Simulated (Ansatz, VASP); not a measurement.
## Two plane-wave programs on NaF

```xyz
2
Lattice="0.0000 2.3233 2.3233 2.3233 0.0000 2.3233 2.3233 2.3233 0.0000" Properties=species:S:1:pos:R:3 pbc="T T T"
Na    0.0000    0.0000    0.0000
F     2.3233    2.3233    2.3233
```

Alike in both runs: task electric field gradients; functional r2SCAN; k mesh 10 × 10 × 10; occupations fermi-dirac, width 0.02 eV; no spin polarisation.

|  | VASP | Ansatz |
| --- | --- | --- |
| version | VASP 6.6.1 | Ansatz 0.2.0 |
| potentials or method | VASP PAW PBE potentials, release 64 (Na_pv, F) | PAW with Ansatz's default frozen-core files, scalar-relativistic |
| plane-wave cutoff (eV) | 520 | 500 |
| valence electrons in the cell | 14 | 16 |

|  | VASP | Ansatz | Ansatz less VASP |
| --- | --- | --- | --- |
| gap on the k mesh at the Fermi level (eV) | 7.12 | 7.09 | -0.036 |
| pressure (GPa) | -2.2 | -1.7 | +0.45 |

VASP's potentials were made for PBE, not for r2SCAN. VASP's potentials hold 14 valence electrons a cell and Ansatz's 16, so a difference there can come from the potentials and not from the codes.
